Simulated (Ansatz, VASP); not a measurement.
Two plane-wave programs on CuI

The input INCAR:

```
ALGO = Normal ; EDIFF = 1E-6
ENCUT = 600 ; GGA = PE
GGA_COMPAT = F ; ISIF = 2
ISMEAR = 0 ; LASPH = T
LCHARG = F ; LREAL = F
LWAVE = F ; NBANDS = 16
NELM = 120 ; PREC = Accurate
SIGMA = 0.01
```

File KPOINTS:

```
k-points
0
Gamma
  5 5 5
```

File POSCAR:

```
CuI
1.0
    0.0000000000      3.0315000000      3.0315000000
    3.0315000000      0.0000000000      3.0315000000
    3.0315000000      3.0315000000      0.0000000000
Cu I
1 1
Direct
    0.2500000000      0.2500000000      0.2500000000
    0.0000000000      0.0000000000      0.0000000000
```

Input for Ansatz:

```yaml
crystal:
  lattice:
    - [0.0, 3.0315, 3.0315]
    - [3.0315, 0.0, 3.0315]
    - [3.0315, 3.0315, 0.0]
  atoms:
    - { symbol: Cu, position: [0.25, 0.25, 0.25] }
    - { symbol: I, position: [0.0, 0.0, 0.0] }
kpoints:
  mp_grid:
    grid: [5, 5, 5]
  band_path:
    path:
      - [-0.375, 0.0, 0.375]
      - [0.0, 0.0, 0.0]
      - [0.0, 0.0, 0.5]
      - [-0.5, -0.25, 0.25]
      - [-0.5, -0.5, 0.0]
    npoints: 6
hamiltonian:
  xc: pbe
  pseudopotentials:
    kind: paw
scf:
  n_extra_bands: 10
  occupations:
    method: fixed
output:
  eigenvalues: true
```

Alike in both runs: task single point; functional PBE; k mesh 5 × 5 × 5; no spin polarisation.

```csv
,VASP,Ansatz
version,VASP 6.6.1,Ansatz 0.2.0
potentials or method,"VASP PAW PBE potentials, release 64 (Cu, I)","plane waves, PAW"
plane-wave cutoff (eV),600,420
occupations,"gaussian, width 0.01 eV",fixed
valence electrons in the cell,18,36
```

|  | VASP | Ansatz | Ansatz less VASP |
| --- | --- | --- | --- |
| gap on the k mesh at the Fermi level (eV) | 1.14 | 1.12 | -0.022 |

VASP's potentials hold 18 valence electrons a cell and Ansatz's 36, so a difference there can come from the potentials and not from the codes.

Neither program's run includes spin-orbit coupling.
